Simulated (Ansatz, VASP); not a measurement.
One calculation of InHgSe, two programs

Contents of INCAR:

```
SYSTEM = InHgSe
PREC = Accurate
ENCUT = 520
EDIFF = 1E-6
ISMEAR = 0
SIGMA = 0.1
LREAL = .FALSE.
LASPH = .TRUE.
NELM = 80
ALGO = Normal
ISIF = 2
LWAVE = .FALSE.
LCHARG = .FALSE.
GGA = PE
NBANDS = 22
```

File KPOINTS:

```
Automatic mesh
0
G
  4 4 4
  0 0 0
```

POSCAR

```
InHgSe
1.0
    2.7402386800     -3.6277412900      0.0000000000
    2.7402386800      3.6277412900      0.0000000000
    0.0000000000      0.0000000000      4.5893473900
In Hg Se
1 1 1
Direct
    0.0000000000      0.0000000000      0.5000000000
    0.5000000000      0.5000000000      0.5000000000
    0.5000000000      0.5000000000      0.0000000000
```

Input for Ansatz:

```yaml
crystal:
  lattice:
    - [2.74023868, -3.62774129, 0.0]
    - [2.74023868, 3.62774129, 0.0]
    - [0.0, 0.0, 4.58934739]
  atoms:
    - { symbol: In, position: [0.0, 0.0, 0.5] }
    - { symbol: Hg, position: [0.5, 0.5, 0.5] }
    - { symbol: Se, position: [0.5, 0.5, 0.0] }
basis:
  ecutwfc: 420
kpoints:
  mp_grid: { grid: [4, 4, 4] }
hamiltonian:
  xc: pbe
scf:
  occupations: { method: gaussian, width: 0.1 }
  lower_state_search: "off"
output:
  forces: true
  stress: true
  eigenvalues: true
```

Alike in both runs: task single point; functional PBE; k mesh 4 × 4 × 4; occupations gaussian, width 0.1 eV; no spin polarisation.

|  | VASP | Ansatz |
| --- | --- | --- |
| version | VASP 6.6.1 | Ansatz 0.2.0 |
| potentials or method | VASP PAW PBE potentials, release 64 (In_d, Hg, Se), cutoff 520 eV | scalar-relativistic, plane waves, PAW |
| valence electrons in the cell | 31 | 49 |

|  | VASP | Ansatz | Ansatz less VASP |
| --- | --- | --- | --- |
| gap on the k mesh at the Fermi level (eV) | none | none | - |
| pressure (GPa) | 13.8 | 13.4 | -0.47 |
| traceless stress, the component that is largest in VASP (GPa) | 16.68 | 15.87 | -0.816 |

A gap of «none» marks a metal or a gap that the smearing closes. With one functional, cell and mesh, what is left measures potentials, basis and numerics. VASP's potentials hold 31 valence electrons a cell and Ansatz's 49, so a difference there can come from the potentials and not from the codes.

Spin-orbit coupling is off throughout.
